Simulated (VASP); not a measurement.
# Zr (P6_3/mmc) in VASP: notebook, part 2 of 2

VASP 6.6.1. The steps go on from the part before.

## 3. Relaxation of shape and atoms at fixed volume, LDA

This run uses another cell than the first one, of 19.61 Å³/atom.

The input, INCAR:

```
SYSTEM = Zr
  PREC = Accurate
  ENCUT = 600
  EDIFF = 1E-7
  ISMEAR = -1
  SIGMA = 0.1
  LREAL = .False.
  LASPH = .True.
  NELM = 100
  ALGO = Normal
  ISIF = 4
  LWAVE = .False.
  LCHARG = .False.
  IBRION = 2
  NSW = 50
  EDIFFG = -0.005
```

The input, KPOINTS:

```
Automatic mesh
0
Gamma
  14 14 8
  0 0 0
```

The input, POSCAR:

```
Zr
1.0
    3.0340946330      0.0000000000      0.0000000000
   -1.5170473165      2.6276030297      0.0000000000
    0.0000000000      0.0000000000      4.9205570941
Zr
2
Direct
    0.3333333333      0.6666666667      0.2500000000
    0.6666666667      0.3333333333      0.7500000000
```

Potentials or basis: VASP PAW LDA potentials, release 64 (Zr_sv).

The run is started by

```sh
> cat potpaw_LDA.64/Zr_sv/POTCAR > POTCAR
> mpirun -np 1 vasp_std > vasp.out
```

It took 3.6 min on 1 thread of AMD EPYC 7R13, shared host; peak memory 0.17 GiB.

It converged, with:

* Free energy: -18.4559 eV
* Energy gained by relaxing: 2.2 meV/atom
* Ionic steps: 3
* Pressure after relaxing: 12.6 GPa
* Band gap on the k mesh: zero (bands 12 and 13 overlap by 1.37 eV)

Step by step:
| step | energy change (eV) | largest force (eV/Å) | pressure (GPa) | volume (Å³) |
| --- | --- | --- | --- | --- |
| 1 | 0.0000 | 0.0000 | 13.00 | 39.23 |
| 2 | -0.0034 | 0.0000 | 12.81 | 39.23 |
| 3 | -0.0044 | 0.0000 | 12.63 | 39.23 |

Final structure:
```cif
data_structure
_symmetry_space_group_name_H-M 'P 1'
_symmetry_Int_Tables_number 1
_cell_length_a 3.0092
_cell_length_b 3.0092
_cell_length_c 5.0024
_cell_angle_alpha 90.000
_cell_angle_beta 90.000
_cell_angle_gamma 120.000
_cell_volume 39.23
loop_
_atom_site_label
_atom_site_type_symbol
_atom_site_fract_x
_atom_site_fract_y
_atom_site_fract_z
_atom_site_occupancy
Zr1 Zr 0.33333 0.66667 0.25000 1
Zr2 Zr 0.66667 0.33333 0.75000 1
```

Levels at points of the mesh, in eV from the Fermi level:
| k point | band 9 | band 10 | band 11 | band 12 | band 13 | band 14 | band 15 | band 16 |
| --- | --- | --- | --- | --- | --- | --- | --- | --- |
| (0.00, 0.00, 0.00) | -5.80 | -3.44 | 0.65 | 0.97 | 0.97 | 1.72 | 1.72 | 1.74 |
| (0.50, 0.00, 0.00) | -3.19 | -2.73 | -2.72 | 0.52 | 0.76 | 0.79 | 1.60 | 6.31 |
| (0.00, 0.00, 0.50) | -3.98 | -3.98 | -0.11 | -0.11 | 0.94 | 0.94 | 0.94 | 0.94 |
| (0.50, 0.00, 0.50) | -3.39 | -3.39 | -1.54 | -1.54 | 2.54 | 2.54 | 2.76 | 2.76 |

## 4. Relaxation of cell and atoms, LDA

This run uses another cell than the first one, of 21.78 Å³/atom.

The input, INCAR:

```
SYSTEM = Zr
PREC = Accurate
ENCUT = 600
EDIFF = 1E-7
ISMEAR = -1
SIGMA = 0.1
LREAL = .FALSE.
LASPH = .TRUE.
NELM = 100
ALGO = Normal
ISIF = 3
LWAVE = .FALSE.
LCHARG = .FALSE.
GGA = CA
IBRION = 2
NSW = 60
EDIFFG = -0.005
```

The input, KPOINTS:

```
Automatic mesh
0
G
  14 14 8
  0 0 0
```

The input, POSCAR:

```
Zr
1.0
    3.1432143070      0.0000000000      0.0000000000
   -1.5716071535      2.7221034394      0.0000000000
    0.0000000000      0.0000000000      5.0920071773
Zr
2
Direct
    0.3333333333      0.6666666667      0.2500000000
    0.6666666667      0.3333333333      0.7500000000
```

Potentials or basis: VASP PAW LDA potentials, release 64 (Zr_sv).

The run is started by

```sh
> cat potpaw_LDA.64/Zr_sv/POTCAR > POTCAR
> mpirun -np 1 vasp_std > vasp.out
```

OUTCAR:

```text
SYSTEM = Zr
   PREC = Accurate
   ENCUT = 600
   EDIFF = 1E-7
   ISMEAR = -1
   LREAL = .FALSE.
   LASPH = .TRUE.
   NELM = 100
   ISIF = 3
   GGA = CA
   IBRION = 2
   NSW = 60
   EDIFFG = -0.005

 ion  position               nearest neighbor table
   1  0.333  0.667  0.250-   2 3.13   2 3.13   2 3.13   2 3.13   2 3.13   2 3.13
   2  0.667  0.333  0.750-   1 3.13   1 3.13   1 3.13   1 3.13   1 3.13   1 3.13

  LATTYP: Found a hexagonal cell.
 ALAT       =     3.1432143070
 C/A-ratio  =     1.6200000000

  Lattice vectors:

 A1 = (   3.1432143070,   0.0000000000,   0.0000000000)
 A2 = (  -1.5716071535,   2.7221034394,   0.0000000000)
 A3 = (   0.0000000000,   0.0000000000,   5.0920071773)

Analysis of symmetry for initial positions (statically):
[... 293 lines left out ...]

 E-fermi :   9.5064     XC(G=0): -11.5942

 val. band max:        9.5026546296   @ k =   0.1429   0.0000   0.1250
 cond. band min:       9.5193203164   @ k =   0.3571   0.2143   0.2500
 fundamental gap:      0.0166656868
 Fermi energy:         9.5063971617

 k-point     1 :       0.0000    0.0000    0.0000
  band No.  band energies     occupation
      1     -38.8959      2.00000
      2     -38.7021      2.00000
      3     -17.6731      2.00000
      4     -16.5953      2.00000
      5     -16.5953      2.00000
      6     -16.4575      2.00000
[... 433 lines left out ...]
      3     -17.3462      2.00000
      4     -17.1575      2.00000
      5     -17.1395      2.00000
      6     -16.9754      2.00000
[... 8 lines left out ...]
     15      11.3411      0.00000
     16      13.8881      0.00000

 [... further k-points ...]

------------------------ aborting loop because EDIFF is reached ----------------------------------------

  FORCE on cell =-STRESS in cart. coord.  units (eV):
  Direction    XX          YY          ZZ          XY          YZ          ZX
  --------------------------------------------------------------------------------------
  -------------------------------------------------------------------------------------
  Total       -0.0065714     -0.0065714      0.0023827      0.0000000      0.0000000      0.0000000
  in kB       -0.2413780     -0.2413780      0.0875203      0.0000000      0.0000000      0.0000000
  external PRESSURE =      -0.1317452 kB  Pullay stress =       0.0000000 kB
[... 17 lines left out ...]
  FREE ENERGIE OF THE ION-ELECTRON SYSTEM (eV)
  ---------------------------------------------------
  free  energy   TOTEN  =       -18.6184989464 eV

  energy  without entropy=      -18.5486626940  energy(sigma->0) =      -18.58358082

 reached required accuracy - stopping structural energy minimisation
```

OSZICAR:

```text
N       E                     dE             d eps       ncg     rms          rms(c)
DAV:   1     0.238695312598E+03    0.23870E+03   -0.14740E+04  3840   0.167E+03
DAV:   2    -0.371231853623E+01   -0.24241E+03   -0.24002E+03  4760   0.442E+02
DAV:   3    -0.190011802045E+02   -0.15289E+02   -0.15166E+02  7224   0.855E+01
DAV:   4    -0.192988273558E+02   -0.29765E+00   -0.29761E+00  4208   0.129E+01
[... 28 lines left out ...]
DAV:   1    -0.186185629373E+02   -0.73370E-04   -0.36124E-03  3872   0.578E-01    0.509E-02
DAV:   2    -0.186185121411E+02    0.50796E-04   -0.13209E-04  4368   0.972E-02    0.215E-02
DAV:   3    -0.186184984917E+02    0.13649E-04   -0.56136E-05  5176   0.565E-02    0.799E-03
DAV:   4    -0.186184988619E+02   -0.37022E-06   -0.18619E-06  5032   0.111E-02    0.314E-03
DAV:   5    -0.186184989464E+02   -0.84478E-07   -0.50152E-07  4176   0.486E-03
   4 F= -.18618499E+02 E0= -.18583581E+02  d E =-.937015E-05
```

CONTCAR:

```text
Zr
   1.00000000000000
     3.1430847916228135    0.0000000000000000   -0.0000000000000000
    -1.5715423958114068    2.7219912757931755    0.0000000000000000
     0.0000000000000000    0.0000000000000000    5.0983683146246870
  Zr
     2
Direct
     0.3333333332999970    0.6666666667000030    0.2500000000000000
     0.6666666667000030    0.3333333332999970    0.7500000000000000

  0.00000000E+00  0.00000000E+00  0.00000000E+00
  0.00000000E+00  0.00000000E+00  0.00000000E+00
```

Run time: 5.9 min. Hardware: 1 thread of AMD EPYC 7R13, shared host; peak memory 0.19 GiB.

Results:

```
Free energy                           : -18.6185 eV
Relaxed volume                        : 21.81 Å³/atom
Relaxed cell                          : a = 3.143 Å, b = 3.143 Å, c = 5.098 Å, α = 90.00°, β = 90.00°, γ = 120.00°
Space group after relaxing (to 0.1 Å) : P6_3/mmc (No. 194)
Energy gained by relaxing             : 0.0 meV/atom
Ionic steps                           : 4
Pressure after relaxing               : 0.0 GPa
Band gap on the k mesh                : zero (bands 12 and 13 overlap by 1.29 eV)
```

Final structure:
```xyz
2
Lattice="3.1431 0.0000 0.0000 -1.5715 2.7220 0.0000 0.0000 0.0000 5.0984" Properties=species:S:1:pos:R:3 pbc="T T T"
Zr    0.0000    1.8147    1.2746
Zr    1.5715    0.9073    3.8238
```

## 5. Summary

| task | cell | gap on the mesh (eV) | pressure (GPa) |
| --- | --- | --- | --- |
| relaxation of shape and atoms at fixed volume | relaxed from a = 2.917, b = 2.917, c = 4.731 Å, angles 90.0, 90.0, 120.0°, 2 atoms | none | 31.8 |
| relaxation of shape and atoms at fixed volume | relaxed from a = 3.034, b = 3.034, c = 4.921 Å, angles 90.0, 90.0, 120.0°, 2 atoms | none | 12.6 |
| relaxation of cell and atoms | relaxed from a = 3.143, b = 3.143, c = 5.092 Å, angles 90.0, 90.0, 120.0°, 2 atoms | none | 0.0 |

Alike in all rows: level LDA; potentials or basis VASP PAW LDA potentials, release 64 (Zr_sv); no spin polarisation; k mesh 14 × 14 × 8; cutoff (eV) 600; smearing fermi-dirac 0.1 eV.

Total energies depend on the potentials used, so only differences within one code and one set of settings carry meaning.

The gap in the log of VASP goes by the Fermi energy; the results here count the filled bands.